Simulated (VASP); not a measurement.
Crystal: Se.

```
Se
1.0
     4.89488    0.00000    0.00000
     0.00000    4.89488    0.00000
     0.00000    0.00000    4.89488
Se
4
Direct
  0.00000 0.50000 0.50000
  0.50000 0.00000 0.50000
  0.50000 0.50000 0.00000
  0.50000 0.50000 0.50000
```

The cell was built from a structure type or drawn by symmetry, and may not be a known phase.

| Item | Value |
| --- | --- |
| Program | VASP 6.6.1 |
| Task | relaxation of cell and atoms |
| Functional | PBE |
| Potentials or basis | VASP PAW PBE potentials, release 64 (Se) |
| Cutoff | 600 eV |
| k mesh | 4 × 4 × 4 |
| Occupations | gaussian, width 0.1 eV |
| Spin | no spin polarisation |

At the start: pressure 8.1 GPa; volume 29.32 Å³/atom.

Problem. Where does the relaxation end?

Solution. Over 3 steps the energy falls by 111.5 meV/atom and the volume is 34.53 Å³/atom (+17.8 %); space group Pm-3m (No. 221, to 0.1 Å) before and after.

The path:
| step | energy change (eV) | largest force (eV/Å) | pressure (GPa) | volume (Å³) |
| --- | --- | --- | --- | --- |
| 1 | 0.0000 | 0.0000 | 8.10 | 117.28 |
| 2 | -0.4252 | 0.0000 | -1.15 | 144.28 |
| 3 | -0.4460 | 0.0000 | 0.12 | 138.11 |

Final structure:
```cif
data_structure
_symmetry_space_group_name_H-M 'P 1'
_symmetry_Int_Tables_number 1
_cell_length_a 5.1690
_cell_length_b 5.1690
_cell_length_c 5.1690
_cell_angle_alpha 90.000
_cell_angle_beta 90.000
_cell_angle_gamma 90.000
_cell_volume 138.11
loop_
_atom_site_label
_atom_site_type_symbol
_atom_site_fract_x
_atom_site_fract_y
_atom_site_fract_z
_atom_site_occupancy
Se1 Se 0.00000 0.50000 0.50000 1
Se2 Se 0.50000 0.00000 0.50000 1
Se3 Se 0.50000 0.50000 0.00000 1
Se4 Se 0.50000 0.50000 0.50000 1
```

Caveat: the volume moved by over 15 % at a fixed basis, so the end points are rough.
